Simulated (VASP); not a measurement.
# LiH (rocksalt type): electric field gradients with PBE

The system is LiH (rocksalt type).

```
CELL_PARAMETERS angstrom
0.00000 2.00349 2.00349
2.00349 0.00000 2.00349
2.00349 2.00349 0.00000
ATOMIC_POSITIONS crystal
Li 0.00000 0.00000 0.00000
H 0.50000 0.50000 0.50000
```

```yaml
Program: VASP 6.6.1
Task: electric field gradients
Functional: PBE
Potentials_or_basis: VASP PAW PBE potentials, release 64 (Li_sv, H)
Cutoff: 520 eV
k_mesh: 14 × 14 × 14
Occupations: fermi-dirac, width 0.08 eV
Spin: no spin polarisation
Dipole_correction: no
Further_INCAR_settings: ALGO = Normal; EDIFF = 1e-08; NBANDS = 9
```

| Quantity | Value |
| --- | --- |
| Band gap on the k mesh | 2.98 eV, direct |

Levels at points of the mesh, in eV from the valence-band top:
| k point | band 1 | band 2 | band 3 | band 4 | band 5 | band 6 | band 7 |
| --- | --- | --- | --- | --- | --- | --- | --- |
| (0.00, 0.00, 0.00) | -44.29 | -5.44 | 16.11 | 17.90 | 17.90 | 17.90 | 22.62 |
| (0.50, 0.00, 0.00) | -44.24 | -2.63 | 4.92 | 13.67 | 16.51 | 16.51 | 19.09 |
| (0.50, 0.50, 0.00) | -44.23 | 0.00 | 2.98 | 10.82 | 10.82 | 13.98 | 17.29 |

It took 5.8 s on 1 thread of Intel(R) Xeon(R) 6975P-C (Granite Rapids) (shared host), peak memory 0.13 GiB.

Caveat: without QUAD_EFG the Cq values of the log hold for a quadrupole moment of 1 mb, not for the nuclei. A k mesh can miss the band edges.
